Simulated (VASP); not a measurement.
Runs of VASP 6.6.1 on Al. The structure is that of space group P6_3/mmc (No. 194), or close to it. The cells are those of the table. 

| task | cell | k mesh | gap on the mesh (eV) | pressure (GPa) | relaxed volume (Å³/atom) |
| --- | --- | --- | --- | --- | --- |
| relaxation of cell and atoms | relaxed from a = 2.862, b = 2.862, c = 9.287 Å, angles 90.0, 90.0, 120.0°, 4 atoms | 18 × 18 × 6 | none | 0.0 | 16.54 |
| single point | a = 2.855, b = 2.855, c = 9.383 Å, angles 90.0, 90.0, 120.0°, 4 atoms | 18 × 18 × 6 | none | 0.0 | - |
| relaxation of cell and atoms | relaxed from a = 2.640, b = 2.640, c = 8.499 Å, angles 90.0, 90.0, 120.0°, 4 atoms | 12 × 12 × 4 | none | 0.2 | 16.49 |
| single point | a = 2.640, b = 2.640, c = 8.499 Å, angles 90.0, 90.0, 120.0°, 4 atoms | 6 × 6 × 2 | none | 35.4 | - |
| single point | a = 2.862, b = 2.862, c = 9.287 Å, angles 90.0, 90.0, 120.0°, 4 atoms | 12 × 12 × 4 | none | (a) | - |

Alike in all rows: level PBE; potentials or basis VASP PAW PBE potentials, release 64 (Al); no spin polarisation; cutoff (eV) 500; smearing gaussian 0.1 eV.

Question: Estimate the missing entries.

Answer: (a) 0.3.

Caveats: some runs use coarse meshes; the volume moved by over 15 % at a fixed basis, so the end points are rough (some runs).

A gap of «none» marks levels without a gap at the run's occupations.
